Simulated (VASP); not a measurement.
Yb:

```
Yb
1.0
     3.87990    0.00000    0.00000
    -1.93995    3.36009    0.00000
     0.00000    0.00000    6.38590
Yb
2
Direct
  0.33333 0.66667 0.25000
  0.66667 0.33333 0.75000
```

Base run:

```yaml
Program: VASP 6.6.1
Functional: PBE
Potentials_or_basis: VASP PAW PBE potentials, release 64 (Yb)
Cutoff: 520 eV
k_mesh: 11 × 11 × 6
Occupations: fermi-dirac, width 0.03 eV
Spin: no spin polarisation
```

Its results: band gap on the k mesh zero (band 24 reaches 1.24 eV, above the bottom of band 25 at 1.12 eV); pressure -0.4 GPa.

Question: The run is repeated on the same cell with these changes: functional from PBE to r2SCAN; further incar settings from ALGO = Normal; EDIFF = 1e-07; NBANDS = 31 to ALGO = Normal; EDIFF = 1e-06; NBANDS = 31. What comes out?

Answer: Band gap on the k mesh zero (band 24 reaches 1.20 eV, above the bottom of band 25 at 1.02 eV); pressure -3.8 GPa.

Caveats: spin-orbit coupling is left out, which moves the levels of the heavy elements; the PAW data sets were made with another functional, which shifts forces and pressure a little (some runs).
